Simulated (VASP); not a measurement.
A run of VASP 6.6.1:

The input INCAR:

```
SYSTEM = Ca
PREC = Accurate ; ENCUT = 520
EDIFF = 1E-6 ; ISMEAR = -1
SIGMA = 0.1 ; LREAL = .FALSE.
LASPH = .TRUE. ; NELM = 80
ALGO = Normal ; ISIF = 2
LWAVE = .FALSE. ; LCHARG = .FALSE.
LDIPOL = .TRUE. ; IDIPOL = 3
DIPOL = 0.5 0.5 0.500 ; GGA = PS
NBANDS = 33
```

Contents of KPOINTS:

```
regular mesh
0
G
  11 11 1
  0 0 0
```

File POSCAR:

```
Ca
1.0
    3.8579598800      0.0000000000      0.0000000000
   -1.9289799400      3.3410912629      0.0000000000
    0.0000000000      0.0000000000     32.6000000000
Ca
5
Direct
    0.8333333330      0.1666666670      0.3067477885
    0.1666666670      0.8333333330      0.4033738939
    0.5000000000      0.5000000000      0.5000000000
    0.8333333330      0.1666666670      0.5966261061
    0.1666666670      0.8333333330      0.6932522115
```

Potentials or basis: VASP PAW PBE potentials, release 64 (Ca_sv).

The run is started by

```sh
$ cat potpaw_PBE.64/Ca_sv/POTCAR > POTCAR
$ mpirun -np 1 vasp_std > vasp.out
```

Hardware: 1 thread of AMD EPYC 9R45 96-Core Processor (Zen 5), with other jobs on the host.

Estimate the wall time of this run.

Wall time 4.5 min on 1 thread of AMD EPYC 9R45 96-Core Processor (Zen 5), on a shared host, peak memory 0.54 GiB. Counts: scf iterations 22, k points 16.
